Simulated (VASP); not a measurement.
A run of VASP 6.6.1:

File INCAR:

```
ALGO     = Normal         # electronic algorithm
EDIFF    = 1E-6           # SCF threshold, eV
ENCUT    = 520            # plane-wave cutoff, eV
GGA      = PE             # functional
ISIF     = 2              # what is computed and relaxed
ISMEAR   = -1             # smearing method
LASPH    = T              # aspherical terms in the spheres
LCHARG   = F              # write CHGCAR
LREAL    = F              # projectors in reciprocal space
LWAVE    = F              # write WAVECAR
NBANDS   = 14             # bands
NELM     = 60             # most SCF steps
PREC     = Accurate       # precision mode
SIGMA    = 0.02           # smearing width, eV
```

File KPOINTS:

```
k-points
0
Gamma
  8 8 8
```

File POSCAR:

```
NaCl
1.0
    3.4595452951      0.0000000000      0.0000000000
    0.0000000000      3.4595452951      0.0000000000
    0.0000000000      0.0000000000      3.4595452951
Na Cl
1 1
Direct
    0.0000000000      0.0000000000      0.0000000000
    0.5000000000      0.5000000000      0.5000000000
```

Potentials or basis: VASP PAW PBE potentials, release 64 (Na_pv, Cl).

The run is started by

```sh
$ cat potpaw_PBE.64/Na_pv/POTCAR potpaw_PBE.64/Cl/POTCAR > POTCAR
$ mpirun -np 1 vasp_std > vasp.out
```

Hardware: 1 thread of AMD EPYC 7R13 (shared host).

**Question.** Estimate the wall time of this run.

**Answer.** Wall time 44 s on 1 thread of AMD EPYC 7R13 (shared host), peak memory 0.12 GiB. Counts: scf iterations 12, k points 35.
